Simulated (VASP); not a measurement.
Here is a VASP 6.6.1 calculation.

INCAR

```
SYSTEM = GeCN2
PREC     = Accurate       ! precision mode
ENCUT    = 520            ! plane-wave cutoff, eV
EDIFF    = 1E-6           ! SCF threshold, eV
ISMEAR   = -1             ! smearing method
SIGMA    = 0.05           ! smearing width, eV
LREAL    = .FALSE.        ! projectors in reciprocal space
LASPH    = .TRUE.         ! aspherical terms in the spheres
NELM     = 60             ! most SCF steps
ALGO     = Normal         ! electronic algorithm
ISIF     = 2              ! what is computed and relaxed
LWAVE    = .FALSE.        ! write WAVECAR
LCHARG   = .TRUE.         ! write CHGCAR
GGA      = PS             ! functional
LELF     = .TRUE.         ! ELF
LVHAR    = .TRUE.       
NBANDS   = 22             ! bands
```

KPOINTS

```
regular mesh
0
G
  9 9 9
  0 0 0
```

Contents of POSCAR:

```
GeCN2
1.0
    1.8173955815      1.0492738282      4.9867272349
   -1.8173955815      1.0492738282      4.9867272349
    0.0000000000     -2.0985476564      4.9867272349
Ge N C
1 2 1
Direct
    0.0000000000      0.0000000000      0.0000000000
    0.5839044000      0.5839044000      0.5839044000
    0.4160956000      0.4160956000      0.4160956000
    0.5000000000      0.5000000000      0.5000000000
```

Potentials or basis: VASP PAW PBE potentials, release 64 (Ge_d, N, C).

Run with:

```console
$ cat potpaw_PBE.64/Ge_d/POTCAR potpaw_PBE.64/N/POTCAR potpaw_PBE.64/C/POTCAR > POTCAR
$ mpirun -np 1 vasp_std > vasp.out
```

Task: What does it give for the largest force?

Result: 0.893 eV/Å.

Task: What does it give for the pressure?

Result: -7.7 GPa.

Forces in eV/Å, atoms in the order of the input:
```
Ge   0.000  0.000  0.000
N    0.000  0.000 -0.893
N    0.000  0.000  0.893
C    0.000  0.000  0.000
```

Caveat: the PAW data sets were made with another functional, which shifts forces and pressure a little.
